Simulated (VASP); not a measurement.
# AlN (F-43m) in VASP: notebook

The runs below take AlN through single point, with PBEsol.

Program: VASP 6.6.1. These are calculated values, not measurements. Logs are shortened: lines on timing, memory, paths and dates and some standing lists are left out, and cuts for length are marked.

## 1. The cell of the first run

It takes space group F-43m (No. 216, cubic). The conventional cell has a = 4.351 Å, b = 4.351 Å, c = 4.351 Å, α = 90.00°, β = 90.00°, γ = 90.00°. Within 2.5 Å of Al (site symmetry -43m) lie 4 N at 1.88 Å. Within 2.5 Å of N (site symmetry -43m) lie 4 Al at 1.88 Å.

## 2. Single point, PBEsol (strained)

INCAR

```
  PREC = Accurate
  ENCUT = 520
  EDIFF = 1E-6
  ISMEAR = 0
  SIGMA = 0.02
  LREAL = False
  LASPH = True
  NELM = 100
  ALGO = Normal
  ISIF = 2
  LWAVE = False
  LCHARG = True
  GGA = PS
  LELF = True
  LVHAR = True
  NBANDS = 11
```

KPOINTS

```
Automatic mesh
0
Gamma
  10 10 10
```

POSCAR

```
AlN
1.0
    0.0000000000      2.1757162240      2.1757162240
    2.1757162240      0.0000000000      2.1757162240
    2.1757162240      2.1757162240      0.0000000000
Al N
1 1
Direct
    0.0000000000      0.0000000000      0.0000000000
    0.7500000000      0.7500000000      0.7500000000
```

Potentials or basis: VASP PAW PBE potentials, release 64 (Al, N).

Command:

```
$ cat potpaw_PBE.64/Al/POTCAR potpaw_PBE.64/N/POTCAR > POTCAR
$ mpirun -np 1 vasp_std > vasp.out
```

OUTCAR:

```text
PREC = Accurate
   ENCUT = 520
   EDIFF = 1E-6
   ISMEAR = 0
   LREAL = False
   LASPH = True
   NELM = 100
   ISIF = 2
   GGA = PS

 ion  position               nearest neighbor table
   1  0.000  0.000  0.000-   2 1.88   2 1.88   2 1.88   2 1.88
   2  0.750  0.750  0.750-   1 1.88   1 1.88   1 1.88   1 1.88

  LATTYP: Found a face centered cubic cell.
 ALAT       =     4.3514324480

  Lattice vectors:

 A1 = (   0.0000000000,   2.1757162240,   2.1757162240)
 A2 = (   2.1757162240,   0.0000000000,   2.1757162240)
 A3 = (   2.1757162240,   2.1757162240,   0.0000000000)

Analysis of symmetry for initial positions (statically):
=====================================================================
 Subroutine PRICEL returns:
 Original cell was already a primitive cell.

 Routine SETGRP: Setting up the symmetry group for a
 face centered cubic supercell.

 Subroutine GETGRP returns: Found 24 space group operations
 (whereof 24 operations were pure point group operations)
 out of a pool of 48 trial point group operations.

The static configuration has the point symmetry T_d .

Analysis of symmetry for dynamics (positions and initial velocities):
=====================================================================
 Subroutine PRICEL returns:
 Original cell was already a primitive cell.

 Routine SETGRP: Setting up the symmetry group for a
 face centered cubic supercell.

 Subroutine GETGRP returns: Found 24 space group operations
 (whereof 24 operations were pure point group operations)
 out of a pool of 48 trial point group operations.

The dynamic configuration has the point symmetry T_d .

 Subroutine INISYM returns: Found 24 space group operations
 (whereof 24 operations are pure point group operations),
 and found     1 'primitive' translations

----------------------------------------------------------------------------------------

                                     Primitive cell

  volume of cell :      20.5986

  direct lattice vectors                    reciprocal lattice vectors
     0.000000000  2.175716224  2.175716224    -0.229809382  0.229809382  0.229809382
     2.175716224  0.000000000  2.175716224     0.229809382 -0.229809382  0.229809382
     2.175716224  2.175716224  0.000000000     0.229809382  0.229809382 -0.229809382

  length of vectors
     3.076927392  3.076927392  3.076927392     0.398041525  0.398041525  0.398041525

  position of ions in fractional coordinates (direct lattice)
     0.000000000  0.000000000  0.000000000
     0.750000000  0.750000000  0.750000000

  ion indices of the primitive-cell ions
   primitive index   ion index
                 1           1
                 2           2

----------------------------------------------------------------------------------------

 KPOINTS: Automatic mesh

Automatic generation of k-mesh.
 Grid dimensions read from file:
 generate k-points for:   10   10   10

 Generating k-lattice:

  Cartesian coordinates                     Fractional coordinates (reciprocal lattice)
    -0.022980938  0.022980938  0.022980938     0.100000000  0.000000000  0.000000000
     0.022980938 -0.022980938  0.022980938     0.000000000  0.100000000  0.000000000
     0.022980938  0.022980938 -0.022980938     0.000000000  0.000000000  0.100000000

  Length of vectors
     0.039804153  0.039804153  0.039804153

  Shift w.r.t. Gamma in fractional coordinates (k-lattice)
     0.000000000  0.000000000  0.000000000

 Subroutine IBZKPT returns following result:
 ===========================================

 Found     47 irreducible k-points:

 Following reciprocal coordinates:
            Coordinates               Weight
  0.000000  0.000000  0.000000      1.000000
  0.100000  0.000000  0.000000      8.000000
  0.200000  0.000000  0.000000      8.000000
  0.300000  0.000000  0.000000      8.000000
  0.400000  0.000000  0.000000      8.000000
  0.500000  0.000000  0.000000      4.000000
[... 16 lines left out ...]
  0.300000  0.300000  0.000000      6.000000
  0.400000  0.300000  0.000000     24.000000
 [... further k-points ...]
   k-points           NKPTS =     47   k-points in BZ     NKDIM =     47   number of bands    NBANDS=     11
   number of dos      NEDOS =    301   number of ions     NIONS =      2
   total plane-waves  NPLWV =  13824
   dimension x,y,z NGX =    24 NGY =   24 NGZ =   24
   dimension x,y,z NGXF=    48 NGYF=   48 NGZF=   48
   ions per type =               1   1
   NGX,Y,Z   is equivalent  to a cutoff of  12.97, 12.97, 12.97 a.u.
   NGXF,Y,Z  is equivalent  to a cutoff of  25.93, 25.93, 25.93 a.u.
 SYSTEM =  unknown system
   PREC   = accura    normal or accurate (medium, high low for compatibility)
   ISTART =      0    job   : 0-new  1-cont  2-samecut
   ICHARG =      2    charge: 1-file 2-atom 10-const
   ISPIN  =      1    spin polarized calculation?
   LNONCOLLINEAR =      F non collinear calculations
   LSORBIT =      F    spin-orbit coupling
   LASPH  =      T    aspherical Exc in radial PAW
   ENCUT  =  520.0 eV  38.22 Ry    6.18 a.u.   5.72  5.72  5.72*2*pi/ulx,y,z
   NELM   =    100;   NELMIN=  2; NELMDL= -5     # of ELM steps
   EDIFF  = 0.1E-05   stopping-criterion for ELM
   LREAL  =      F    real-space projection
   EDIFFG = 0.1E-04   stopping-criterion for IOM
   NSW    =      0    number of steps for IOM
   IBRION =     -1    ionic relax: 0-MD 1-quasi-New 2-CG
   NFREE  =      0    steps in history (QN), initial steepest desc. (CG)
   ISIF   =      2    stress and relaxation
   ISYM   =      2    0-nonsym 1-usesym 2-fastsym
   POTIM  = 0.5000    time-step for ionic-motion
   TEBEG  =    0.0;   TEEND  =   0.0 temperature during run
   PSTRESS=    0.0 pullay stress
   NELECT =       8.0000    total number of electrons
   NUPDOWN=      -1.0000    fix difference up-down
   EMIN   =  10.00;   EMAX   =-10.00  energy-range for DOS
   EFERMI =   0.00;   METHOD = LEGACY
   ISMEAR =     0;   SIGMA  =   0.02  broadening in eV -4-tet -1-fermi 0-gaus
   EFERMI_NEDOS =   21; number of points for ismear=-14 and -15
   IALGO  =     38    algorithm
   IMIX   =      4    mixing-type and parameters
     AMIX     =   0.40;   BMIX     =  1.00
     AMIX_MAG =   1.60;   BMIX_MAG =  1.00
  volume/ion in A,a.u.               =      10.30        69.50
  Fermi-wavevector in a.u.,A,eV,Ry     =   1.194426  2.257138 19.410799  1.426653
  Thomas-Fermi vector in A             =   2.330416
   LORBIT       =      0    0 simple, 1 ext, 2 COOP (PROOUT), +10 PAW based schemes
   GGA     = PS    functional components
   LHFCALC =     F    Hartree Fock is set to
   AEXX    =    0.0000 exact exchange contribution
   IVDW    =     0    specifies the selected vdW correction
   LEPSILON=     F    determine dielectric tensor
   LRPA    =     F    only Hartree local field effects (RPA)
 non-spin polarized calculation
 Gauss-broadening in eV      SIGMA  =   0.02
  energy-cutoff  :      520.00
  volume of cell :       20.60
 maximum number of plane-waves:       568
   NGX = 11   NGY = 11   NGZ = 11

 number of electron       7.9999999 magnetization

 Free energy of the ion-electron system (eV)
  ---------------------------------------------------
  ext. energy  EPLUGINS =         0.00000000
  ---------------------------------------------------
  free energy    TOTEN  =       -15.60685523 eV

  energy without entropy =      -15.60685523  energy(sigma->0) =      -15.60685523

 E-fermi :   6.1513     XC(G=0): -11.1791

 val. band max:        5.9862285558   @ k =   0.0000   0.0000   0.0000
 cond. band min:       9.1782683442   @ k =   0.5000   0.5000   0.0000
 fundamental gap:      3.1920397884
 Fermi energy:         6.1513474273

 k-point     1 :       0.0000    0.0000    0.0000
  band No.  band energies     occupation
      1      -9.0388      2.00000
      2       5.9862      2.00000
      3       5.9862      2.00000
      4       5.9862      2.00000
      5      10.2197      0.00000
      6      18.5670      0.00000
      7      18.5670      0.00000
      8      18.5670      0.00000
      9      23.6643      0.00000
     10      23.6643      0.00000
     11      25.0394      0.00000

 k-point     2 :       0.1000    0.0000    0.0000
  band No.  band energies     occupation
      1      -8.8887      2.00000
      2       5.1658      2.00000
      3       5.9342      2.00000
      4       5.9342      2.00000
      5      10.8805      0.00000
      6      18.1755      0.00000
      7      18.7026      0.00000
      8      18.7026      0.00000
      9      22.3801      0.00000
     10      22.3801      0.00000
     11      24.2254      0.00000

 k-point     3 :       0.2000    0.0000    0.0000
  band No.  band energies     occupation
      1      -8.4610      2.00000
      2       3.5392      2.00000
      3       5.8045      2.00000
      4       5.8045      2.00000
      5      11.9999      0.00000
      6      17.3678      0.00000
      7      18.6171      0.00000
      8      18.6171      0.00000
      9      21.8539      0.00000
     10      21.8539      0.00000
     11      23.3598      0.00000

 k-point     4 :       0.3000    0.0000    0.0000
  band No.  band energies     occupation
      1      -7.8370      2.00000
      2       1.8644      2.00000
      3       5.6559      2.00000
      4       5.6559      2.00000
      5      12.8310      0.00000
      6      16.5975      0.00000
      7      17.9273      0.00000
      8      17.9273      0.00000
      9      22.9417      0.00000
     10      22.9417      0.00000
     11      23.1939      0.00000
[... 239 lines left out ...]
 k-point    22 :      -0.2000    0.2000    0.0000
  band No.  band energies     occupation
      1      -7.6320      2.00000
      2       2.1761      2.00000
      3       4.2638      2.00000
      4       5.7321      2.00000
      5      13.5563      0.00000
      6      15.9217      0.00000
      7      17.3981      0.00000
      8      18.4650      0.00000
      9      20.9450      0.00000
     10      24.4461      0.00000
     11      27.3410      0.00000

 k-point    23 :       0.3000    0.3000    0.0000
  band No.  band energies     occupation
      1      -7.4500      2.00000
      2       2.4314      2.00000
      3       4.7267      2.00000
      4       4.7267      2.00000
      5      11.2432      0.00000
      6      15.6388      0.00000
      7      17.9086      0.00000
      8      20.5200      0.00000
      9      20.5200      0.00000
     10      26.3781      0.00000
     11      29.8429      0.00000

 k-point    24 :       0.4000    0.3000    0.0000
  band No.  band energies     occupation
      1      -6.9698      2.00000
      2       1.7818      2.00000
      3       4.2543      2.00000
      4       4.5612      2.00000
      5      10.8101      0.00000
      6      15.4682      0.00000
      7      18.2984      0.00000
      8      20.5981      0.00000
      9      21.1153      0.00000
     10      27.3142      0.00000
     11      29.6423      0.00000

 [... further k-points ...]
[... 5 lines left out ...]
  --------------------------------------------------------------------------------------
  -------------------------------------------------------------------------------------
  Total        0.4807622      0.4807622      0.4807622      0.0000000      0.0000000      0.0000000
  in kB       37.3941933     37.3941933     37.3941933      0.0000000      0.0000000      0.0000000
  external PRESSURE =      37.3941933 kB  Pullay stress =       0.0000000 kB

 VOLUME and BASIS-vectors are now :
 -----------------------------------------------------------------------------
  energy-cutoff  :      520.00
  volume of cell :       20.60
      direct lattice vectors                 reciprocal lattice vectors
     0.000000000  2.175716224  2.175716224    -0.229809382  0.229809382  0.229809382
     2.175716224  0.000000000  2.175716224     0.229809382 -0.229809382  0.229809382
     2.175716224  2.175716224  0.000000000     0.229809382  0.229809382 -0.229809382

 POSITION                                       TOTAL-FORCE (eV/Angst)
 -----------------------------------------------------------------------------------
      0.00000      0.00000      0.00000        -0.000000     -0.000000     -0.000000
      3.26357      3.26357      3.26357         0.000000      0.000000      0.000000
 -----------------------------------------------------------------------------------
    total drift:                               -0.000000     -0.000000     -0.000000

  FREE ENERGIE OF THE ION-ELECTRON SYSTEM (eV)
  ---------------------------------------------------
  free  energy   TOTEN  =       -15.6068552283 eV

  energy  without entropy=      -15.6068552283  energy(sigma->0) =      -15.60685523
```

Run time: 20 s. Hardware: 1 thread of AMD EPYC 7R13, shared host; peak memory 0.11 GiB.

Results:

```
Free energy            : -15.6069 eV
Pressure               : 3.7 GPa
Band gap on the k mesh : 3.19 eV, indirect (least direct gap 4.23 eV)
```

Caveat: the cell differs from its parent crystal (strained); the PAW data sets were made with another functional, which shifts forces and pressure a little. A k mesh can miss the band edges.

## 3. Single point, PBEsol (strained)

INCAR

```
SYSTEM = AlN
PREC = Accurate ; ENCUT = 520
EDIFF = 1E-6 ; ISMEAR = 0
SIGMA = 0.02 ; LREAL = .FALSE.
LASPH = .TRUE. ; NELM = 80
ALGO = Normal ; ISIF = 2
LWAVE = .FALSE. ; LCHARG = .TRUE.
GGA = PS ; LELF = .TRUE.
LVHAR = .TRUE. ; NBANDS = 11
```

KPOINTS

```
regular mesh
0
G
  10 10 10
  0 0 0
```

POSCAR

```
AlN
1.0
    0.0000000000      2.2084979673      2.2084979673
    2.2084979673      0.0000000000      2.2084979673
    2.2084979673      2.2084979673      0.0000000000
Al N
1 1
Direct
    0.0000000000      0.0000000000      0.0000000000
    0.7500000000      0.7500000000      0.7500000000
```

Potentials or basis: VASP PAW PBE potentials, release 64 (Al, N).

Command:

```
$ cat potpaw_PBE.64/Al/POTCAR potpaw_PBE.64/N/POTCAR > POTCAR
$ mpirun -np 1 vasp_std > vasp.out
```

Run time: 20 s. Hardware: 1 thread of AMD EPYC 7R13, shared host; peak memory 0.11 GiB.

It converged, with:

* Free energy: -15.6023 eV
* Pressure: -5.2 GPa
* Band gap on the k mesh: 3.17 eV, indirect (least direct gap 3.84 eV)

Levels at points of the mesh, in eV from the valence-band top:
```tsv
k point	band 1	band 2	band 3	band 4	band 5	band 6	band 7	band 8	band 9
(0.00, 0.00, 0.00)	-14.77	0.00	0.00	0.00	3.84	12.14	12.14	12.14	17.32
(0.50, 0.00, 0.00)	-12.78	-5.77	-0.48	-0.48	6.99	9.54	10.83	10.83	17.39
(0.50, 0.50, 0.00)	-12.17	-4.84	-1.75	-1.75	3.17	8.28	13.43	15.22	15.22
```

Caveat: the cell differs from its parent crystal (strained); the PAW data sets were made with another functional, which shifts forces and pressure a little. A k mesh can miss the band edges.

## 4. Single point, PBEsol (strained)

INCAR

```
PREC = Accurate ; ENCUT = 520
EDIFF = 1E-7 ; ISMEAR = 0
SIGMA = 0.02 ; LREAL = False
LASPH = True ; NELM = 100
ALGO = Normal ; ISIF = 2
LWAVE = False ; LCHARG = False
GGA = PS ; NBANDS = 11
```

KPOINTS

```
regular mesh
0
Gamma
  10 10 10
```

POSCAR

```
AlN
1.0
    0.0000000000      2.2497317657      2.2497317657
    2.2497317657      0.0000000000      2.2497317657
    2.2497317657      2.2497317657      0.0000000000
Al N
1 1
Direct
    0.0000000000      0.0000000000      0.0000000000
    0.7500000000      0.7500000000      0.7500000000
```

Command:

```
$ cat potpaw_PBE.64/Al/POTCAR potpaw_PBE.64/N/POTCAR > POTCAR
$ mpirun -np 1 vasp_std > vasp.out
```

It took 21 s on 1 thread of AMD EPYC 7R13, shared host; peak memory 0.11 GiB.

Results (log left out):

```yaml
Free_energy: -15.5272 eV
Pressure: -14.1 GPa
Band_gap_on_the_k_mesh: 3.14 eV, indirect (least direct gap 3.37 eV)
```

Levels at points of the mesh, in eV from the valence-band top:
| k point | band 2 | band 3 | band 4 | band 5 | band 6 | band 7 |
| --- | --- | --- | --- | --- | --- | --- |
| (0.00, 0.00, 0.00) | 0.00 | 0.00 | 0.00 | 3.37 | 11.62 | 11.62 |
| (0.50, 0.00, 0.00) | -5.55 | -0.47 | -0.47 | 6.50 | 9.17 | 10.49 |
| (0.50, 0.50, 0.00) | -4.68 | -1.69 | -1.69 | 3.14 | 7.95 | 12.73 |

Caveat: the cell differs from its parent crystal (strained); the PAW data sets were made with another functional, which shifts forces and pressure a little.

## 5. Single point, PBEsol

This run uses another cell than the first one, of 10.19 Å³/atom, 0.990 times its volume.

INCAR

```
SYSTEM = AlN
PREC = Accurate
ENCUT = 520
EDIFF = 1E-7
ISMEAR = 0
SIGMA = 0.01
LREAL = .FALSE.
LASPH = .TRUE.
NELM = 80
ALGO = Normal
ISIF = 2
LWAVE = .FALSE.
LCHARG = .FALSE.
GGA = PS
NBANDS = 11
```

KPOINTS

```
regular mesh
0
G
  10 10 10
  0 0 0
```

POSCAR

```
AlN
1.0
    0.0000000000      2.1682520773      2.1682520773
    2.1682520773      0.0000000000      2.1682520773
    2.1682520773      2.1682520773      0.0000000000
Al N
1 1
Direct
    0.0000000000      0.0000000000      0.0000000000
    0.7500000000      0.7500000000      0.7500000000
```

Command:

```
$ cat potpaw_PBE.64/Al/POTCAR potpaw_PBE.64/N/POTCAR > POTCAR
$ mpirun -np 1 vasp_std > vasp.out
```

It took 3.3 s on 1 thread of Intel Xeon 6975P-C (Granite Rapids), shared host; peak memory 0.13 GiB.

Results (log left out):

- Free energy: -15.6003 eV
- Pressure: 6.0 GPa
- Band gap on the k mesh: 3.20 eV, indirect (least direct gap 4.33 eV)

Levels at points of the mesh, in eV from the valence-band top:
| k point | band 1 | band 2 | band 3 | band 4 | band 5 | band 6 | band 7 | band 8 |
| --- | --- | --- | --- | --- | --- | --- | --- | --- |
| (0.00, 0.00, 0.00) | -15.09 | 0.00 | 0.00 | 0.00 | 4.33 | 12.68 | 12.68 | 12.68 |
| (0.50, 0.00, 0.00) | -12.94 | -6.01 | -0.48 | -0.48 | 7.48 | 9.91 | 11.17 | 11.17 |
| (0.50, 0.50, 0.00) | -12.27 | -5.01 | -1.81 | -1.81 | 3.20 | 8.61 | 14.17 | 15.90 |

Caveat: the PAW data sets were made with another functional, which shifts forces and pressure a little.

## 6. Summary

```tsv
cell	smearing	gap on the mesh (eV)	pressure (GPa)
a = 3.077 Å, angles 60.0°, 2 atoms	gaussian 0.02 eV	3.19	3.7
a = 3.123 Å, angles 60.0°, 2 atoms	gaussian 0.02 eV	3.17	-5.2
a = 3.182 Å, angles 60.0°, 2 atoms	gaussian 0.02 eV	3.14	-14.1
a = 3.066 Å, angles 60.0°, 2 atoms	gaussian 0.01 eV	3.20	6.0
```

Alike in all rows: task single point; level PBEsol; potentials or basis VASP PAW PBE potentials, release 64 (Al, N); no spin polarisation; k mesh 10 × 10 × 10; cutoff (eV) 520.

Caveats: the PAW data sets were made with another functional, which shifts forces and pressure a little.

Total energies depend on the potentials used, so only differences within one code and one set of settings carry meaning.
